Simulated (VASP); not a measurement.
# Ti (P6_3/mmc) in VASP: single point with r2SCAN

Aim: the single point of Ti with r2SCAN.

All numbers are computed with VASP 6.6.1; they aren't measurements. Logs are shortened: lines on timing, memory, paths and dates and some standing lists are left out, and cuts for length are marked.

## Step 1: The cell of the first run

Symmetry: P6_3/mmc, No. 194, hexagonal system. The conventional cell has a = 2.936 Å, b = 2.936 Å, c = 4.640 Å, α = 90.00°, β = 90.00°, γ = 120.00°. Ti (site symmetry -6m2) has 12 Ti at 2.87 to 2.94 Å within 3.8 Å.

## Step 2: Single point, r2SCAN

File POSCAR:

```
Ti
1.0
    2.9357957036      0.0000000000      0.0000000000
   -1.4678978518      2.5424736597      0.0000000000
    0.0000000000      0.0000000000      4.6399393917
Ti
2
Direct
    0.3333333333      0.6666666667      0.2500000000
    0.6666666667      0.3333333333      0.7500000000
```

File INCAR.step1:

```
SYSTEM = Ti
PREC = Accurate
ENCUT = 520
ISMEAR = -1
SIGMA = 0.08
LREAL = .FALSE.
LASPH = .TRUE.
NELM = 100
NBANDS = 19
GGA = PE
ALGO = Normal
EDIFF = 1E-4
LWAVE = .TRUE.
LCHARG = .FALSE.
```

File INCAR.step2:

```
SYSTEM = Ti
PREC = Accurate
ENCUT = 520
EDIFF = 1E-6
ISMEAR = -1
SIGMA = 0.08
LREAL = .FALSE.
LASPH = .TRUE.
NELM = 100
ALGO = Normal
ISIF = 2
LWAVE = .FALSE.
LCHARG = .FALSE.
METAGGA = R2SCAN
LMIXTAU = .TRUE.
NBANDS = 19
ISTART = 1
```

File KPOINTS:

```
Automatic mesh
0
G
  17 17 9
  0 0 0
```

Potentials or basis: VASP PAW PBE potentials, release 64 (Ti_sv).

Run with:

```bash
$ cat potpaw_PBE.64/Ti_sv/POTCAR > POTCAR
$ cp INCAR.step1 INCAR
$ mpirun -np 1 vasp_std > vasp.out
$ cp INCAR.step2 INCAR
$ mpirun -np 1 vasp_std > vasp.out
```

OUTCAR:

```text
SYSTEM = Ti
   PREC = Accurate
   ENCUT = 520
   EDIFF = 1E-6
   ISMEAR = -1
   LREAL = .FALSE.
   LASPH = .TRUE.
   NELM = 100
   ISIF = 2
   METAGGA = R2SCAN
   ISTART = 1

 ion  position               nearest neighbor table
   1  0.333  0.667  0.250-   2 2.87   2 2.87   2 2.87   2 2.87   2 2.87   2 2.87
   2  0.667  0.333  0.750-   1 2.87   1 2.87   1 2.87   1 2.87   1 2.87   1 2.87

  LATTYP: Found a hexagonal cell.
 ALAT       =     2.9357957036
 C/A-ratio  =     1.5804708025

  Lattice vectors:

 A1 = (   2.9357957036,   0.0000000000,   0.0000000000)
 A2 = (  -1.4678978518,   2.5424736597,   0.0000000000)
 A3 = (   0.0000000000,   0.0000000000,   4.6399393917)

Analysis of symmetry for initial positions (statically):
=====================================================================
 Subroutine PRICEL returns:
 Original cell was already a primitive cell.

 Routine SETGRP: Setting up the symmetry group for a
 hexagonal supercell.

 Subroutine GETGRP returns: Found 24 space group operations
 (whereof 12 operations were pure point group operations)
 out of a pool of 24 trial point group operations.

The static configuration has the point symmetry D_3d.
 The point group associated with its full space group is D_6h.

Analysis of symmetry for dynamics (positions and initial velocities):
=====================================================================
 Subroutine PRICEL returns:
 Original cell was already a primitive cell.

 Routine SETGRP: Setting up the symmetry group for a
 hexagonal supercell.

 Subroutine GETGRP returns: Found 24 space group operations
 (whereof 12 operations were pure point group operations)
 out of a pool of 24 trial point group operations.

The dynamic configuration has the point symmetry D_3d.
 The point group associated with its full space group is D_6h.

 Subroutine INISYM returns: Found 24 space group operations
 (whereof 12 operations are pure point group operations),
 and found     1 'primitive' translations

----------------------------------------------------------------------------------------

                                     Primitive cell

  volume of cell :      34.6334

  direct lattice vectors                    reciprocal lattice vectors
     2.935795704  0.000000000  0.000000000     0.340623157  0.196658871  0.000000000
    -1.467897852  2.542473660  0.000000000     0.000000000  0.393317742  0.000000000
     0.000000000  0.000000000  4.639939392     0.000000000  0.000000000  0.215520057
[... 74 lines left out ...]
 SYSTEM =  Ti
   PREC   = accura    normal or accurate (medium, high low for compatibility)
   ISTART =      1    job   : 0-new  1-cont  2-samecut
   ICHARG =      0    charge: 1-file 2-atom 10-const
   ISPIN  =      1    spin polarized calculation?
   LNONCOLLINEAR =      F non collinear calculations
   LSORBIT =      F    spin-orbit coupling
   LASPH  =      T    aspherical Exc in radial PAW
   ENCUT  =  520.0 eV  38.22 Ry    6.18 a.u.   5.46  5.46  8.63*2*pi/ulx,y,z
   NELM   =    100;   NELMIN=  2; NELMDL=  0     # of ELM steps
   EDIFF  = 0.1E-05   stopping-criterion for ELM
   LREAL  =      F    real-space projection
[... 7 lines left out ...]
   TEBEG  =    0.0;   TEEND  =   0.0 temperature during run
   PSTRESS=    0.0 pullay stress
   NELECT =      24.0000    total number of electrons
   NUPDOWN=      -1.0000    fix difference up-down
   EMIN   =  10.00;   EMAX   =-10.00  energy-range for DOS
   EFERMI =   0.00;   METHOD = LEGACY
   ISMEAR =    -1;   SIGMA  =   0.08  broadening in eV -4-tet -1-fermi 0-gaus
   EFERMI_NEDOS =   21; number of points for ismear=-14 and -15
   IALGO  =     38    algorithm
   IMIX   =      4    mixing-type and parameters
     AMIX     =   0.40;   BMIX     =  1.00
     AMIX_MAG =   1.60;   BMIX_MAG =  1.00
  volume/ion in A,a.u.               =      17.32       116.86
  Fermi-wavevector in a.u.,A,eV,Ry     =   1.448706  2.737658 28.555230  2.098750
  Thomas-Fermi vector in A             =   2.566517
   LORBIT       =      0    0 simple, 1 ext, 2 COOP (PROOUT), +10 PAW based schemes
   METAGGA = R2SCAN    functional components
   LHFCALC =     F    Hartree Fock is set to
   AEXX    =    0.0000 exact exchange contribution
   IVDW    =     0    specifies the selected vdW correction
   LEPSILON=     F    determine dielectric tensor
   LRPA    =     F    only Hartree local field effects (RPA)
 non-spin polarized calculation
  energy-cutoff  :      520.00
  volume of cell :       34.63
 maximum number of plane-waves:       965
 NGX is ok and might be reduce to    24
   NGX = 11   NGY = 11   NGZ = 17

 number of electron      24.0000002 magnetization

 Free energy of the ion-electron system (eV)
  ---------------------------------------------------
  ext. energy  EPLUGINS =         0.00000000
  ---------------------------------------------------
  free energy    TOTEN  =       -25.92012461 eV

  energy without entropy =      -25.88082930  energy(sigma->0) =      -25.90047695

 E-fermi :   8.4215     XC(G=0): -12.4115

 val. band max:        8.4177080816   @ k =   0.4118   0.1765   0.3333
 cond. band min:       8.4238579536   @ k =   0.2353   0.2353   0.4444
 fundamental gap:      0.0061498720
 Fermi energy:         8.4214749825

 k-point     1 :       0.0000    0.0000    0.0000
  band No.  band energies     occupation
      1     -50.8006      2.00000
      2     -50.6542      2.00000
      3     -26.3655      2.00000
      4     -25.6938      2.00000
      5     -25.6938      2.00000
      6     -25.6184      2.00000
[... 505 lines left out ...]
      6     -25.7805      2.00000
[... 11 lines left out ...]
     18      11.5571      0.00000
     19      12.0866      0.00000

 [... further k-points ...]

------------------------ aborting loop because EDIFF is reached ----------------------------------------

  FORCE on cell =-STRESS in cart. coord.  units (eV):
  Direction    XX          YY          ZZ          XY          YZ          ZX
  --------------------------------------------------------------------------------------
  -------------------------------------------------------------------------------------
  Total        0.0802404      0.0802404      0.0751105     -0.0000000     -0.0000000      0.0000000
  in kB        3.7120102      3.7120102      3.4746933     -0.0000000     -0.0000000      0.0000000
  external PRESSURE =       3.6329046 kB  Pullay stress =       0.0000000 kB

 VOLUME and BASIS-vectors are now :
 -----------------------------------------------------------------------------
  energy-cutoff  :      520.00
  volume of cell :       34.63
      direct lattice vectors                 reciprocal lattice vectors
     2.935795704  0.000000000  0.000000000     0.340623157  0.196658871  0.000000000
    -1.467897852  2.542473660  0.000000000     0.000000000  0.393317742  0.000000000
     0.000000000  0.000000000  4.639939392     0.000000000  0.000000000  0.215520057

 POSITION                                       TOTAL-FORCE (eV/Angst)
 -----------------------------------------------------------------------------------
     -0.00000      1.69498      1.15998         0.000000     -0.000000      0.000000
      1.46790      0.84749      3.47995        -0.000000      0.000000      0.000000
 -----------------------------------------------------------------------------------
    total drift:                                0.000000     -0.000000      0.000000

  FREE ENERGIE OF THE ION-ELECTRON SYSTEM (eV)
  ---------------------------------------------------
  free  energy   TOTEN  =       -25.9201246081 eV

  energy  without entropy=      -25.8808292999  energy(sigma->0) =      -25.90047695
```

It took 3 min on 1 thread of Intel Xeon Platinum 8559C (Emerald Rapids), shared host; peak memory 0.23 GiB.

What came out:

| Item | Value |
| --- | --- |
| Free energy | -25.9201 eV |
| Pressure | 0.4 GPa |
| Band gap on the k mesh | zero (band 12 reaches 9.30 eV, above the bottom of band 13 at 8.01 eV) |

Caveat: the PAW data sets were made with another functional, which shifts forces and pressure a little.
